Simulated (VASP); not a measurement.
C, 2 atoms in the cell. Symmetry: C2/m, No. 12, monoclinic system. The conventional cell has a = 4.269 Å, b = 2.466 Å, c = 3.328 Å, α = 90.00°, β = 91.40°, γ = 90.00°. Within 1.9 Å of C (site symmetry m) lie 3 C at 1.42 to 1.43 Å. 

| Quantity | Value |
| --- | --- |
| Program | VASP 6.6.1 |
| Task | relaxation of cell and atoms |
| Functional | PBE |
| Potentials or basis | VASP PAW PBE potentials, release 64 (C_h) |
| Cutoff | 1300 eV |
| k mesh | 8 × 8 × 6 |
| Occupations | gaussian, width 0.1 eV |
| Spin | no spin polarisation |
| Dipole correction | no |
| Further INCAR settings | ALGO = Normal; EDIFF = 1e-07; IBRION = 2; EDIFFG = -0.04; NSW = 90; ISIF = 3 |

Potentials or basis: VASP PAW PBE potentials, release 64 (C_h).

Command:

```console
$ cat potpaw_PBE.64/C_h/POTCAR > POTCAR
$ mpirun -np 1 vasp_std > vasp.out
```

Hardware: 1 thread of AMD EPYC 7R43 64-Core Processor (Zen 3), on a shared host.

Problem. How long does it take, and how much memory?

Solution. Run time: 7.8 min on 1 thread of AMD EPYC 7R43 64-Core Processor (Zen 3) (shared host), peak memory 0.17 GiB. Counts: scf iterations 133, k points 114, ion steps 18.
